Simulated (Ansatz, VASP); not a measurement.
Si3F2 in VASP and in Ansatz

```
Si F
1.0
     3.62964    0.00000    0.00000
    -1.81482    3.14336    0.00000
     0.00000    0.00000    5.64713
Si F
3 2
Direct
  0.00000 0.00000 0.00000
  0.33333 0.66667 0.64500
  0.66667 0.33333 0.35500
  0.33333 0.66667 0.24500
  0.66667 0.33333 0.75500
```

Alike in both runs: task relaxation of cell and atoms; functional PBE; k mesh 6 × 6 × 4; occupations gaussian, width 0.1 eV; no spin polarisation.

```csv
,VASP,Ansatz
version,VASP 6.6.1,Ansatz 0.2.0
potentials or method,"VASP PAW PBE potentials, release 64 (Si, F), cutoff 600 eV","scalar-relativistic, plane waves, PAW"
valence electrons in the cell,26,26
```

```csv
,VASP,Ansatz,Ansatz less VASP
"gap on the k mesh at the Fermi level, each at its own relaxed structure (eV)",none,none,-
relaxed volume (Å³/atom),17.75,22.16,+4.417
relaxed cell length with the largest relative difference (Å),7.153,9.124,+1.9710
```

A gap of «none» marks a metal or a gap that the smearing closes. One of these differences is far larger than is usual between the two programs; its cause wasn't traced.

Noted on VASP's run: the volume moved by over 15 % at a fixed basis, so the end points are rough.
